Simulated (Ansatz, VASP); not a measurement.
**CdSi3: VASP beside Ansatz**

```
Cd Si
1.0
     4.04521    0.00000    0.00000
     0.00000    4.04521    0.00000
     0.00000    0.00000    4.00363
Cd Si
1 3
Direct
  0.00000 0.00000 0.00000
  0.00000 0.50000 0.50000
  0.50000 0.00000 0.50000
  0.50000 0.50000 0.00000
```

Alike in both runs: task relaxation of cell and atoms; functional PBE; k mesh 4 × 4 × 4; occupations gaussian, width 0.1 eV; no spin polarisation.

```csv
,VASP,Ansatz
version,VASP 6.6.1,Ansatz 0.2.0
potentials or method,"VASP PAW PBE potentials, release 64 (Cd, Si), cutoff 600 eV","scalar-relativistic, plane waves, PAW"
valence electrons in the cell,24,32
```

|  | VASP | Ansatz | Ansatz less VASP |
| --- | --- | --- | --- |
| gap on the k mesh at the Fermi level, each at its own relaxed structure (eV) | none | none | - |
| relaxed volume (Å³/atom) | 17.32 | 17.26 | -0.057 |
| relaxed length of the cell vector where the two differ most in proportion (Å) | 4.150 | 4.143 | -0.0070 |

A gap of «none» marks a metal or a gap that the smearing closes. VASP's potentials hold 24 valence electrons a cell and Ansatz's 32, so a difference there can come from the potentials and not from the codes.

The k mesh is coarse, so the values compare programs but aren't converged.
